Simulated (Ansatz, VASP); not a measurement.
# Na in VASP and in Ansatz

File INCAR:

```
PREC = Accurate
ENCUT = 520
EDIFF = 1E-6
ISMEAR = -1
SIGMA = 0.05
LREAL = False
LASPH = True
NELM = 100
ALGO = Normal
ISIF = 2
LWAVE = False
LCHARG = False
NBANDS = 10
```

Contents of KPOINTS:

```
Automatic mesh
0
Gamma
  12 12 12
```

File POSCAR:

```
Na
1.0
    2.6138799412      0.0000000000      0.0000000000
    0.0000000000      2.6138799412      0.0000000000
    0.0000000000      0.0000000000      2.6138799412
Na
1
Direct
    0.0000000000      0.0000000000      0.0000000000
```

Input for Ansatz:

```yaml
crystal:
  lattice:
    - [2.6138799412, 0.0, 0.0]
    - [0.0, 2.6138799412, 0.0]
    - [0.0, 0.0, 2.6138799412]
  atoms:
    - { symbol: Na, position: [0.0, 0.0, 0.0] }
kpoints:
  mp_grid: { grid: [12, 12, 12] }
scf:
  occupations: { method: fermi_dirac, width: 0.05 }
hamiltonian:
  xc: lda
  pseudopotentials: { kind: paw }
output:
  forces: true
  stress: true
  eigenvalues: true
  populations: true
```

Change from the starting cell: volume scaled by 0.5, PAW files.

Alike in both runs: task single point; functional LDA; k mesh 12 × 12 × 12; occupations fermi-dirac, width 0.05 eV; no spin polarisation.

```csv
,VASP,Ansatz
version,VASP 6.6.1,Ansatz 0.2.0
potentials or method,"VASP PAW LDA potentials, release 64 (Na_pv)","PAW with Ansatz's default frozen-core files, scalar-relativistic"
plane-wave cutoff (eV),520,420
valence electrons in the cell,7,9
```

Ansatz gave:

```
pressure (GPa) : 18.7
```

Question: What did VASP give for the same quantities?

Answer: Pressure (GPa): 18.5.

LDA's correlation is that of Perdew and Zunger in VASP and of Perdew and Wang (1992) in Ansatz. VASP's potentials hold 7 valence electrons a cell and Ansatz's 9, so a difference there can come from the potentials and not from the codes.
